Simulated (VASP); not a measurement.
The system is Ta2N.

```
Ta N
1.0
     3.11286    0.00000    0.00000
    -1.55643    2.69582    0.00000
     0.00000    0.00000    4.86984
Ta N
2 1
Direct
  0.66667 0.33333 0.74529
  0.33333 0.66667 0.25471
  0.00000 0.00000 0.00000
```

- Program: VASP 6.6.1
- Task: relaxation of cell and atoms
- Functional: LDA
- Potentials or basis: VASP PAW LDA potentials, release 64 (Ta_pv, N)
- Cutoff: 600 eV
- k mesh: 9 × 9 × 4
- Occupations: gaussian, width 0.1 eV
- Spin: no spin polarisation

At the start: pressure -13.2 GPa; volume 13.62 Å³/atom.

Task: How do energy, volume and symmetry change on relaxing?

Result: Over 6 steps the energy falls by 27.8 meV/atom and the volume is 13.02 Å³/atom (-4.4 %); space group P-3m1 (No. 164, to 0.1 Å) before and after.

Step by step:
| step | energy change (eV) | largest force (eV/Å) | pressure (GPa) | volume (Å³) |
| --- | --- | --- | --- | --- |
| 1 | 0.0000 | 0.5603 | -13.24 | 40.87 |
| 2 | 0.6001 | 1.5955 | 52.36 | 34.56 |
| 3 | -0.0822 | 0.1533 | -0.53 | 39.12 |
| 4 | -0.0824 | 0.1325 | 0.08 | 39.05 |
| 5 | -0.0824 | 0.1223 | 0.36 | 39.01 |
| 6 | -0.0834 | 0.0178 | 0.26 | 39.07 |

Final structure:
```cif
data_structure
_symmetry_space_group_name_H-M 'P 1'
_symmetry_Int_Tables_number 1
_cell_length_a 3.0703
_cell_length_b 3.0703
_cell_length_c 4.7856
_cell_angle_alpha 90.000
_cell_angle_beta 90.000
_cell_angle_gamma 120.000
_cell_volume 39.07
loop_
_atom_site_label
_atom_site_type_symbol
_atom_site_fract_x
_atom_site_fract_y
_atom_site_fract_z
_atom_site_occupancy
Ta1 Ta 0.66667 0.33333 0.74774 1
Ta2 Ta 0.33333 0.66667 0.25226 1
N1 N 0.00000 0.00000 0.00000 1
```
